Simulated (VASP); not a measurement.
A run of VASP 6.6.1 is set up as follows.

The input INCAR:

```
PREC = Accurate ; ENCUT = 520
EDIFF = 1E-6 ; ISMEAR = 0
SIGMA = 0.05 ; LREAL = False
LASPH = True ; NELM = 80
ALGO = Normal ; ISIF = 2
LWAVE = False ; LCHARG = False
LDIPOL = True ; IDIPOL = 3
DIPOL = 0.5 0.5 0.500 ; GGA = PS
NBANDS = 64 ; ISYM = 0
```

The input KPOINTS:

```
regular mesh
0
Gamma
  9 5 1
```

POSCAR

```
SnSe2
1.0
    3.8189235655      0.0000000000      0.0000000000
   -1.9094617828      6.9789811264      0.0000000000
    0.0000000000      0.0000000000     24.1753901943
Se Sn
8 4
Direct
    0.0142292034      0.0282959852      0.2937867764
    0.7582897814      0.5166367036      0.3279736152
    0.4153380864      0.8306461773      0.4353119937
    0.1384390574      0.2768858508      0.4482040367
    0.8001318834      0.6002559760      0.5517985177
    0.5232314468      0.0464928535      0.5646863620
    0.1802726216      0.3604880887      0.6720280929
    0.9243298782      0.8488222685      0.7062098082
    0.4018021705      0.8034833578      0.3270711442
    0.7747199664      0.5494364091      0.4394992654
    0.1638491905      0.3277018487      0.5605027851
    0.5367592456      0.0736395439      0.6729276024
```

Potentials or basis: VASP PAW PBE potentials, release 64 (Se, Sn_d).

Command:

```sh
$ cat potpaw_PBE.64/Se/POTCAR potpaw_PBE.64/Sn_d/POTCAR > POTCAR
$ mpirun -np 1 vasp_std > vasp.out
```

Estimate the largest force.

0.022 eV/Å.

What does it give for the band gap on the k mesh?

0.53 eV (least direct gap 0.68 eV).

Forces on the atoms (eV/Å):
```
Se   0.000  0.018 -0.012
Se   0.000 -0.015 -0.013
Se   0.000  0.011  0.013
Se   0.000 -0.017 -0.006
Se   0.000  0.017  0.006
Se   0.000 -0.011 -0.013
Se   0.000  0.015  0.013
Se   0.000 -0.018  0.012
Sn   0.000 -0.006 -0.007
Sn   0.000  0.007  0.014
Sn   0.000 -0.006 -0.014
Sn   0.000  0.005  0.007
```

Caveat: the PAW data sets were made with another functional, which shifts forces and pressure a little; spin-orbit coupling is left out, which moves the levels of the heavy elements.
